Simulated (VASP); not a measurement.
**P: single point with PBE**

P:

```
CELL_PARAMETERS angstrom
1.64774 -5.46504 0.00000
1.64774 5.46504 0.00000
0.00000 0.00000 4.54364
ATOMIC_POSITIONS crystal
P 0.90414 0.09586 0.58882
P 0.09586 0.90414 0.41118
P 0.59586 0.40414 0.08882
P 0.40414 0.59586 0.91118
```

```yaml
Program: VASP 6.6.1
Task: single point
Functional: PBE
Potentials_or_basis: VASP PAW PBE potentials, release 64 (P)
Cutoff: 520 eV
k_mesh: 4 × 4 × 3
Occupations: fermi-dirac, width 0.03 eV
Spin: no spin polarisation
```

```
Pressure               : 1.9 GPa
Largest force          : 0.264 eV/Å
Band gap on the k mesh : 0.11 eV, direct
```

Forces on the atoms (eV/Å):
```
P    0.000  0.074 -0.254
P    0.000 -0.074  0.254
P    0.000 -0.074 -0.254
P    0.000  0.074  0.254
```

Stress tensor (GPa, compression positive):
```
3.20 0.00 0.00
0.00 1.05 0.00
0.00 0.00 1.42
```

Levels at points of the mesh, in eV from the valence-band top:
```tsv
k point	band 7	band 8	band 9	band 10	band 11	band 12	band 13	band 14
(0.00, 0.00, 0.00)	-4.08	-2.80	-2.59	-1.23	0.56	1.00	1.88	2.81
(0.50, 0.00, 0.00)	-3.41	-3.41	-2.67	-2.67	0.65	0.65	1.47	1.47
(0.50, 0.50, 0.00)	-4.18	-2.43	-1.60	0.00	0.11	0.76	2.09	2.70
```

Wall time 21 s on 1 thread of AMD EPYC 7R13 Processor (Zen 3) (shared host), peak memory 0.19 GiB.

Caveat: the k points lie up to 0.50 Å⁻¹ apart. A k mesh can miss the band edges.
